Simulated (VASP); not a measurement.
# GdO in VASP: further runs

Runs on GdO. Level: r2SCAN. Tasks: single point.

All numbers are computed with VASP 6.6.1; they aren't measurements. Logs are shortened: lines on timing, memory, paths and dates and some standing lists are left out, and cuts for length are marked.

## 1. The cell of the first run

It takes space group Pm-3m (No. 221, cubic). Conventional cell: a = 2.974 Å, b = 2.974 Å, c = 2.974 Å, α = 90.00°, β = 90.00°, γ = 90.00°. Gd (site symmetry m-3m) has 8 O at 2.58 Å and 6 Gd at 2.97 Å within 3.4 Å. Within 3.4 Å of O (site symmetry m-3m) lie 8 Gd at 2.58 Å and 6 O at 2.97 Å.

## 2. Single point, r2SCAN, collinear spin, ferromagnetic start (13.16 Å³/atom)

POSCAR reads:

```
GdO
1.0
    2.9743871547      0.0000000000      0.0000000000
    0.0000000000      2.9743871547      0.0000000000
    0.0000000000      0.0000000000      2.9743871547
Gd O
1 1
Direct
    0.0000000000      0.0000000000      0.0000000000
    0.5000000000      0.5000000000      0.5000000000
```

INCAR.step1 reads:

```
ALGO = Normal
EDIFF = 1E-4
ENCUT = 520
GGA = PE
ISMEAR = 0
ISPIN = 2
LASPH = T
LCHARG = F
LMAXMIX = 6
LREAL = F
LWAVE = T
MAGMOM = 7.86 0
NBANDS = 23
NELM = 150
PREC = Accurate
SIGMA = 0.05
```

INCAR.step2 reads:

```
ALGO = Normal
EDIFF = 1E-7
ENCUT = 520
ISIF = 2
ISMEAR = 0
ISPIN = 2
ISTART = 1
LASPH = T
LCHARG = T
LELF = T
LMAXMIX = 6
LMIXTAU = T
LORBIT = 11
LREAL = F
LVHAR = T
LWAVE = F
MAGMOM = 7.86 0
METAGGA = R2SCAN
NBANDS = 23
NELM = 150
PREC = Accurate
SIGMA = 0.05
```

KPOINTS reads:

```
k-points
0
Gamma
  12 12 12
```

Potentials or basis: VASP PAW PBE potentials, release 64 (Gd, O).

Launch:

```bash
$ cat potpaw_PBE.64/Gd/POTCAR potpaw_PBE.64/O/POTCAR > POTCAR
$ cp INCAR.step1 INCAR
$ mpirun -np 1 vasp_std > vasp.out
$ cp INCAR.step2 INCAR
$ mpirun -np 1 vasp_std > vasp.out
```

OUTCAR:

```text
EDIFF = 1E-7
   ENCUT = 520
   ISIF = 2
   ISMEAR = 0
   ISPIN = 2
   ISTART = 1
   LASPH = T
   LORBIT = 11
   LREAL = F
   METAGGA = R2SCAN
   NELM = 150
   PREC = Accurate

 ion  position               nearest neighbor table
   1  0.000  0.000  0.000-   2 2.58   2 2.58   2 2.58   2 2.58   2 2.58   2 2.58   2 2.58   2 2.58

   2  0.500  0.500  0.500-   1 2.58   1 2.58   1 2.58   1 2.58   1 2.58   1 2.58   1 2.58   1 2.58

  LATTYP: Found a simple cubic cell.
 ALAT       =     2.9743871547

  Lattice vectors:

 A1 = (   2.9743871547,   0.0000000000,   0.0000000000)
 A2 = (   0.0000000000,   2.9743871547,   0.0000000000)
 A3 = (   0.0000000000,   0.0000000000,   2.9743871547)

Analysis of symmetry for initial positions (statically):
=====================================================================
 Subroutine PRICEL returns:
 Original cell was already a primitive cell.

 Routine SETGRP: Setting up the symmetry group for a
 simple cubic supercell.

 Subroutine GETGRP returns: Found 48 space group operations
 (whereof 48 operations were pure point group operations)
 out of a pool of 48 trial point group operations.

The static configuration has the point symmetry O_h .

Analysis of symmetry for dynamics (positions and initial velocities):
=====================================================================
 Subroutine PRICEL returns:
 Original cell was already a primitive cell.

 Routine SETGRP: Setting up the symmetry group for a
 simple cubic supercell.

 Subroutine GETGRP returns: Found 48 space group operations
 (whereof 48 operations were pure point group operations)
 out of a pool of 48 trial point group operations.

The dynamic configuration has the point symmetry O_h .

Analysis of structural, dynamic, and magnetic symmetry:
=====================================================================
 Subroutine PRICEL returns:
 Original cell was already a primitive cell.

 Routine SETGRP: Setting up the symmetry group for a
 simple cubic supercell.

 Subroutine GETGRP returns: Found 48 space group operations
 (whereof 48 operations were pure point group operations)
 out of a pool of 48 trial point group operations.

The overall configuration has the point symmetry O_h .

 Subroutine INISYM returns: Found 48 space group operations
 (whereof 48 operations are pure point group operations),
 and found     1 'primitive' translations

----------------------------------------------------------------------------------------

                                     Primitive cell

  volume of cell :      26.3143

  direct lattice vectors                    reciprocal lattice vectors
     2.974387155  0.000000000  0.000000000     0.336203711  0.000000000  0.000000000
     0.000000000  2.974387155  0.000000000     0.000000000  0.336203711  0.000000000
     0.000000000  0.000000000  2.974387155     0.000000000  0.000000000  0.336203711

  length of vectors
     2.974387155  2.974387155  2.974387155     0.336203711  0.336203711  0.336203711

  position of ions in fractional coordinates (direct lattice)
     0.000000000  0.000000000  0.000000000
     0.500000000  0.500000000  0.500000000

  ion indices of the primitive-cell ions
   primitive index   ion index
                 1           1
                 2           2

----------------------------------------------------------------------------------------

 KPOINTS: k-points

Automatic generation of k-mesh.
 Grid dimensions read from file:
 generate k-points for:   12   12   12

 Generating k-lattice:

  Cartesian coordinates                     Fractional coordinates (reciprocal lattice)
     0.028016976  0.000000000  0.000000000     0.083333333  0.000000000  0.000000000
     0.000000000  0.028016976  0.000000000     0.000000000  0.083333333  0.000000000
     0.000000000  0.000000000  0.028016976     0.000000000  0.000000000  0.083333333

  Length of vectors
     0.028016976  0.028016976  0.028016976

  Shift w.r.t. Gamma in fractional coordinates (k-lattice)
     0.000000000  0.000000000  0.000000000

 Subroutine IBZKPT returns following result:
 ===========================================

 Found     84 irreducible k-points:

 Following reciprocal coordinates:
            Coordinates               Weight
  0.000000  0.000000  0.000000      1.000000
  0.083333  0.000000  0.000000      6.000000
  0.166667  0.000000  0.000000      6.000000
  0.250000  0.000000  0.000000      6.000000
  0.333333  0.000000  0.000000      6.000000
  0.416667  0.000000  0.000000      6.000000
[... 16 lines left out ...]
  0.333333  0.333333  0.000000     12.000000
  0.416667  0.333333  0.000000     24.000000
 [... further k-points ...]
   k-points           NKPTS =     84   k-points in BZ     NKDIM =     84   number of bands    NBANDS=     23
   number of dos      NEDOS =    301   number of ions     NIONS =      2
   total plane-waves  NPLWV =  13824
   dimension x,y,z NGX =    24 NGY =   24 NGZ =   24
   dimension x,y,z NGXF=    48 NGYF=   48 NGZF=   48
   ions per type =               1   1
   NGX,Y,Z   is equivalent  to a cutoff of  13.41, 13.41, 13.41 a.u.
   NGXF,Y,Z  is equivalent  to a cutoff of  26.83, 26.83, 26.83 a.u.
 SYSTEM =  unknown system
   PREC   = accura    normal or accurate (medium, high low for compatibility)
   ISTART =      1    job   : 0-new  1-cont  2-samecut
   ICHARG =      0    charge: 1-file 2-atom 10-const
   ISPIN  =      2    spin polarized calculation?
   LNONCOLLINEAR =      F non collinear calculations
   LSORBIT =      F    spin-orbit coupling
   LASPH  =      T    aspherical Exc in radial PAW
   ENCUT  =  520.0 eV  38.22 Ry    6.18 a.u.   5.53  5.53  5.53*2*pi/ulx,y,z
   NELM   =    150;   NELMIN=  2; NELMDL=  0     # of ELM steps
   EDIFF  = 0.1E-06   stopping-criterion for ELM
   LREAL  =      F    real-space projection
   EDIFFG = 0.1E-05   stopping-criterion for IOM
   NSW    =      0    number of steps for IOM
   IBRION =     -1    ionic relax: 0-MD 1-quasi-New 2-CG
   NFREE  =      0    steps in history (QN), initial steepest desc. (CG)
   ISIF   =      2    stress and relaxation
   ISYM   =      2    0-nonsym 1-usesym 2-fastsym
   POTIM  = 0.5000    time-step for ionic-motion
   TEBEG  =    0.0;   TEEND  =   0.0 temperature during run
   PSTRESS=    0.0 pullay stress
   NELECT =      24.0000    total number of electrons
   NUPDOWN=      -1.0000    fix difference up-down
   EMIN   =  10.00;   EMAX   =-10.00  energy-range for DOS
   EFERMI =   0.00;   METHOD = LEGACY
   ISMEAR =     0;   SIGMA  =   0.05  broadening in eV -4-tet -1-fermi 0-gaus
   EFERMI_NEDOS =   21; number of points for ismear=-14 and -15
   IALGO  =     38    algorithm
   IMIX   =      4    mixing-type and parameters
     AMIX     =   0.40;   BMIX     =  1.00
     AMIX_MAG =   1.60;   BMIX_MAG =  1.00
  volume/ion in A,a.u.               =      13.16        88.79
  Fermi-wavevector in a.u.,A,eV,Ry     =   1.587624  3.000175 34.294179  2.520551
  Thomas-Fermi vector in A             =   2.686753
   LORBIT       =     11    0 simple, 1 ext, 2 COOP (PROOUT), +10 PAW based schemes
   METAGGA = R2SCAN    functional components
   LHFCALC =     F    Hartree Fock is set to
   AEXX    =    0.0000 exact exchange contribution
   IVDW    =     0    specifies the selected vdW correction
   LEPSILON=     F    determine dielectric tensor
   LRPA    =     F    only Hartree local field effects (RPA)
 spin polarized calculation
 Gauss-broadening in eV      SIGMA  =   0.05
  energy-cutoff  :      520.00
  volume of cell :       26.31
 maximum number of plane-waves:       739
 NGX is ok and might be reduce to    24
   NGX = 11   NGY = 11   NGZ = 11

 number of electron      23.9999990 magnetization       7.4398840

 Free energy of the ion-electron system (eV)
  ---------------------------------------------------
  ext. energy  EPLUGINS =         0.00000000
  ---------------------------------------------------
  free energy    TOTEN  =       -51.92493332 eV

  energy without entropy =      -51.92439780  energy(sigma->0) =      -51.92466556

 E-fermi :   7.3459     XC(G=0): -13.1991

 val. band max:        7.3398051823   @ k =   0.2500   0.0000   0.0000
 cond. band min:       7.3672462732   @ k =   0.1667   0.1667   0.0833
 fundamental gap:      0.0274410909
 Fermi energy:         7.3458720203

 spin component 1

 k-point     1 :       0.0000    0.0000    0.0000
  band No.  band energies     occupation
      1     -40.8495      1.00000
      2     -16.6831      1.00000
      3     -16.6831      1.00000
      4     -16.6831      1.00000
      5     -14.3941      1.00000
      6       0.8934      1.00000
[... 15 lines left out ...]
     22      24.5297      0.00000
     23      24.5297      0.00000
[... 575 lines left out ...]
      1     -40.4891      1.00000
      2     -18.5400      1.00000
      3     -18.0109      1.00000
      4     -16.3358      1.00000
      5     -13.5815      1.00000
      6       0.2398      1.00000
[... 15 lines left out ...]
     22      20.6797      0.00000
     23      21.9760      0.00000

 [... further k-points ...]

 spin component 2

 k-point     1 :       0.0000    0.0000    0.0000
  band No.  band energies     occupation
      1     -37.0410      1.00000
      2     -14.3579      1.00000
      3     -13.8983      1.00000
      4     -13.8983      1.00000
      5     -13.8983      1.00000
      6       2.5460      1.00000
[... 15 lines left out ...]
     22      25.1101      0.00000
     23      25.1101      0.00000
[... 575 lines left out ...]
      1     -36.6048      1.00000
      2     -16.3081      1.00000
      3     -15.4032      1.00000
      4     -13.4528      1.00000
      5     -13.2088      1.00000
      6       0.8355      1.00000
[... 15 lines left out ...]
     22      22.0733      0.00000
     23      23.1876      0.00000

 [... further k-points ...]
[... 5 lines left out ...]
  --------------------------------------------------------------------------------------
  -------------------------------------------------------------------------------------
  Total        0.5186410      0.5186410      0.5186410     -0.0000000      0.0000000     -0.0000000
  in kB       31.5780245     31.5780245     31.5780245     -0.0000000      0.0000000     -0.0000000
  external PRESSURE =      31.5780245 kB  Pullay stress =       0.0000000 kB

 VOLUME and BASIS-vectors are now :
 -----------------------------------------------------------------------------
  energy-cutoff  :      520.00
  volume of cell :       26.31
      direct lattice vectors                 reciprocal lattice vectors
     2.974387155  0.000000000  0.000000000     0.336203711  0.000000000  0.000000000
     0.000000000  2.974387155  0.000000000     0.000000000  0.336203711  0.000000000
     0.000000000  0.000000000  2.974387155     0.000000000  0.000000000  0.336203711

 POSITION                                       TOTAL-FORCE (eV/Angst)
 -----------------------------------------------------------------------------------
      0.00000      0.00000      0.00000         0.000000      0.000000      0.000000
      1.48719      1.48719      1.48719         0.000000      0.000000      0.000000
 -----------------------------------------------------------------------------------
    total drift:                                0.000000      0.000000     -0.000000

  FREE ENERGIE OF THE ION-ELECTRON SYSTEM (eV)
  ---------------------------------------------------
  free  energy   TOTEN  =       -51.9249333194 eV

  energy  without entropy=      -51.9243978013  energy(sigma->0) =      -51.92466556

 total charge

# of ion       s       p       d       f       tot
--------------------------------------------------
    1        2.025   5.622   0.788   7.002  15.437
    2        1.554   3.458   0.000   0.000   5.012
--------------------------------------------------
tot          3.580   9.079   0.788   7.002  20.449

 magnetization (x)

# of ion       s       p       d       f       tot
--------------------------------------------------
    1       -0.002  -0.126   0.297   6.834   7.003
    2       -0.001  -0.032   0.000   0.000  -0.033
--------------------------------------------------
tot         -0.003  -0.159   0.297   6.834   6.970
```

It took 2.7 min on 1 thread of Intel Xeon 6975P-C (Granite Rapids), shared host; peak memory 0.22 GiB.

Results:

```yaml
Free_energy: -51.9249 eV
Pressure: 3.2 GPa
Net_moment: 7.44 μB per cell
Site_moments: Gd +7.00; O -0.03 μB
Valence_electrons_inside_the_program's_atomic_spheres: Gd 15.44; O 5.01
```

Caveat: the cell stands under pressure; the PAW data sets were made with another functional, which shifts forces and pressure a little; spin-orbit coupling is left out, which moves the levels of the heavy elements; a cell with one magnetic atom can't hold antiferromagnetic order, which such compounds often take; semilocal functionals describe open f shells poorly, which spoils levels, moments and volumes.

## 3. Single point, r2SCAN, collinear spin, ferromagnetic start (13.43 Å³/atom)

This run uses another cell than the first one, of 13.43 Å³/atom.

POSCAR reads:

```
GdO
1.0
    2.9944849749      0.0000000000      0.0000000000
    0.0000000000      2.9944849749      0.0000000000
    0.0000000000      0.0000000000      2.9944849749
Gd O
1 1
Direct
    0.0000000000      0.0000000000      0.0000000000
    0.5000000000      0.5000000000      0.5000000000
```

INCAR.step1, as its differences from that of step 2:

```diff
@@ -11,3 +11,3 @@
 LWAVE = T
-MAGMOM = 7.86 0
+MAGMOM = 7.85 0
 NBANDS = 23
```

INCAR.step2, as its differences from that of step 2:

```diff
@@ -16,3 +16,3 @@
 LWAVE = F
-MAGMOM = 7.86 0
+MAGMOM = 7.85 0
 METAGGA = R2SCAN
```

KPOINTS is that of step 2.

Potentials or basis: VASP PAW PBE potentials, release 64 (Gd, O).

Launch:

```bash
$ cat potpaw_PBE.64/Gd/POTCAR potpaw_PBE.64/O/POTCAR > POTCAR
$ cp INCAR.step1 INCAR
$ mpirun -np 1 vasp_std > vasp.out
$ cp INCAR.step2 INCAR
$ mpirun -np 1 vasp_std > vasp.out
```

Run time: 2.1 min. Hardware: 1 thread of Intel Xeon 6975P-C (Granite Rapids), shared host; peak memory 0.23 GiB.

The run converged. Its results:

* Free energy: -51.9308 eV
* Pressure: -0.1 GPa
* Net moment: 7.45 μB per cell
* Site moments: Gd +7.01; O -0.04 μB
* Valence electrons inside the program's atomic spheres: Gd 15.42; O 5.00

Levels at points of the mesh, in eV from the Fermi level:
Spin up:
| k point | band 12 | band 13 | band 14 | band 15 | band 16 | band 17 | band 18 | band 19 | band 20 | band 21 |
| --- | --- | --- | --- | --- | --- | --- | --- | --- | --- | --- |
| (0.00, 0.00, 0.00) | -6.17 | -4.36 | -4.36 | -4.36 | -3.30 | -3.30 | 0.48 | 5.99 | 5.99 | 5.99 |
| (0.50, 0.00, 0.00) | -6.09 | -6.09 | -5.54 | -5.54 | -2.26 | 2.69 | 4.94 | 4.94 | 6.61 | 7.62 |
| (0.50, 0.50, 0.00) | -6.07 | -5.50 | -5.50 | -4.13 | -1.64 | -0.13 | 2.68 | 2.68 | 8.58 | 11.73 |
| (0.50, 0.50, 0.50) | -6.20 | -6.16 | -6.16 | -6.16 | 4.22 | 4.22 | 4.22 | 8.91 | 8.91 | 10.65 |
Spin down:
| k point | band 5 | band 6 | band 7 | band 8 | band 9 | band 10 | band 11 | band 12 |
| --- | --- | --- | --- | --- | --- | --- | --- | --- |
| (0.00, 0.00, 0.00) | -21.30 | -4.76 | -4.76 | -4.76 | -1.51 | -1.51 | 0.76 | 0.76 |
| (0.50, 0.00, 0.00) | -19.53 | -7.86 | -5.48 | -5.48 | -0.21 | 0.34 | 0.58 | 0.84 |
| (0.50, 0.50, 0.00) | -20.81 | -5.90 | -5.90 | -4.89 | 0.40 | 0.70 | 0.70 | 0.87 |
| (0.50, 0.50, 0.50) | -20.78 | -8.09 | -8.09 | -8.09 | 0.82 | 0.82 | 0.82 | 0.94 |

Caveat: the PAW data sets were made with another functional, which shifts forces and pressure a little; spin-orbit coupling is left out, which moves the levels of the heavy elements; a cell with one magnetic atom can't hold antiferromagnetic order, which such compounds often take; semilocal functionals describe open f shells poorly, which spoils levels, moments and volumes. The state reached can hang on the start; a lower one may exist.

(Part 1 of 4 ends here.)
